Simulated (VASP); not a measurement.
Input of a VASP 6.6.1 run:

Contents of INCAR:

```
ALGO = Normal
EDIFF = 1E-6
ENCUT = 520
GGA = PE
ISIF = 2
ISMEAR = 0
LASPH = True
LCHARG = False
LREAL = False
LWAVE = False
NBANDS = 44
NELM = 80
PREC = Accurate
SIGMA = 0.05
```

Contents of KPOINTS:

```
k-points
0
Gamma
  4 4 4
```

Contents of POSCAR:

```
CO2
1.0
    5.9522569209      0.0000000000      0.0000000000
    0.0000000000      5.9522569209      0.0000000000
    0.0000000000      0.0000000000      5.6719056199
C O
4 8
Direct
    0.0000000000      0.0000000000      0.0000000000
    0.5000000000      0.0000000000      0.5000000000
    0.5000000000      0.5000000000      0.0000000000
    0.0000000000      0.5000000000      0.5000000000
    0.1114834447      0.1114834447      0.1114834447
    0.3885165553      0.8885165553      0.6114834447
    0.6114834447      0.3885165553      0.8885165553
    0.8885165553      0.6114834447      0.3885165553
    0.8885165553      0.8885165553      0.8885165553
    0.6114834447      0.1114834447      0.3885165553
    0.3885165553      0.6114834447      0.1114834447
    0.1114834447      0.3885165553      0.6114834447
```

Potentials or basis: VASP PAW PBE potentials, release 64 (C, O).

The run is started by

```console
$ cat potpaw_PBE.64/C/POTCAR potpaw_PBE.64/O/POTCAR > POTCAR
$ mpirun -np 1 vasp_std > vasp.out
```

**Question.** Predict the pressure.

**Answer.** 12.6 GPa.

**Question.** Estimate the largest force.

**Answer.** 5.246 eV/Å.

**Question.** What does it give for the band gap on the k mesh?

**Answer.** 6.92 eV.

Forces in eV/Å, atoms in the order of the input:
```
C    0.000  0.000  0.000
C    0.000  0.000  0.000
C    0.000  0.000  0.000
C    0.000  0.000  0.000
O    3.077  3.068  2.939
O   -3.077 -3.068  2.939
O    3.077 -3.068 -2.939
O   -3.077  3.068 -2.939
O   -3.077 -3.068 -2.939
O    3.077  3.068 -2.939
O   -3.077  3.068  2.939
O    3.077 -3.068  2.939
```

Caveat: the cell stands under pressure; this functional lacks dispersion, which holds the molecules together, so the pressure and a relaxed volume are unreliable; forces of over 1 eV/Å act on the atoms, so gaps and moduli don't describe the material at rest. A k mesh can miss the band edges.
